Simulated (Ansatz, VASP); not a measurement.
**HfSn3 in VASP and in Ansatz**

```xyz
4
Lattice="4.5686 0.0000 0.0000 0.0000 4.5686 0.0000 0.0000 0.0000 4.5686" Properties=species:S:1:pos:R:3 pbc="T T T"
Hf    0.0000    0.0000    0.0000
Sn    0.0000    2.2843    2.2843
Sn    2.2843    0.0000    2.2843
Sn    2.2843    2.2843    0.0000
```

Alike in both runs: functional r2SCAN; k mesh 10 × 10 × 10; occupations gaussian, width 0.1 eV; no spin polarisation.

Ansatz relaxed the structure, and its values are those at the end. VASP's run is a single point on that final structure, the one shown.

```csv
,VASP,Ansatz
version,VASP 6.6.1,Ansatz 0.2.0
potentials or method,"VASP PAW PBE potentials, release 64 (Hf_pv, Sn_d), cutoff 520 eV","scalar-relativistic, plane waves, PAW"
valence electrons in the cell,52,68
```

|  | VASP | Ansatz | Ansatz less VASP |
| --- | --- | --- | --- |
| gap on the k mesh at the Fermi level (eV) | none | none | - |
| pressure (GPa) | -0.2 | 0.0 | +0.18 |

VASP's potentials were made for PBE, not for r2SCAN. A gap of «none» marks a metal or a gap that the smearing closes. VASP's potentials hold 52 valence electrons a cell and Ansatz's 68, so a difference there can come from the potentials and not from the codes.

Neither program's run includes spin-orbit coupling.
